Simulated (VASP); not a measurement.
A run of VASP 6.6.1 is set up as follows.

Contents of INCAR:

```
ALGO = Normal
EDIFF = 1E-7
ENCUT = 520
GGA = PE
ISIF = 2
ISMEAR = 0
LASPH = True
LCHARG = False
LREAL = False
LWAVE = False
NBANDS = 8
NELM = 100
PREC = Accurate
SIGMA = 0.1
```

File KPOINTS:

```
k-points
0
Gamma
  18 18 18
```

POSCAR

```
Al
1.0
    0.0000000000      1.9794774882      1.9794774882
    1.9794774882      0.0000000000      1.9794774882
    1.9794774882      1.9794774882      0.0000000000
Al
1
Direct
    0.0000000000      0.0000000000      0.0000000000
```

Potentials or basis: VASP PAW PBE potentials, release 64 (Al).

Command:

```bash
$ cat potpaw_PBE.64/Al/POTCAR > POTCAR
$ mpirun -np 1 vasp_std > vasp.out
```

(1) Estimate the pressure.

Answers

(1) 5.4 GPa.
